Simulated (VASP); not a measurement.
Here is a VASP 6.6.1 calculation.

INCAR

```
PREC = Accurate
ENCUT = 500
EDIFF = 1E-7
ISMEAR = 0
SIGMA = 0.1
LREAL = F
LASPH = T
NELM = 120
ALGO = Normal
ISIF = 3
LWAVE = F
LCHARG = F
IBRION = 2
NSW = 100
EDIFFG = -0.005
GGA_COMPAT = F
NELMIN = 4
```

The input KPOINTS:

```
regular mesh
0
Gamma
  12 12 12
```

Contents of POSCAR:

```
InAs
1.0
    0.0000000000      2.8773040000      2.8773040000
    2.8773040000      0.0000000000      2.8773040000
    2.8773040000      2.8773040000      0.0000000000
In As
1 1
Direct
    0.5000000000      0.5000000000      0.5000000000
    0.0000000000      0.0000000000      0.0000000000
```

Potentials or basis: VASP PAW LDA potentials, release 64 (In_d, As).

Run with:

```sh
$ cat potpaw_LDA.64/In_d/POTCAR potpaw_LDA.64/As/POTCAR > POTCAR
$ mpirun -np 1 vasp_std > vasp.out
```

Estimate the relaxed volume.

22.03 Å³/atom.

Predict the band gap on the k mesh.

zero (bands 9 and 10 overlap by 2.91 eV).

Final structure:
```
CELL_PARAMETERS angstrom
0.00000 2.80313 2.80313
2.80313 0.00000 2.80313
2.80313 2.80313 0.00000
ATOMIC_POSITIONS crystal
In 0.50000 0.50000 0.50000
As 0.00000 0.00000 0.00000
```

Caveat: spin-orbit coupling is left out, which moves the levels of the heavy elements.
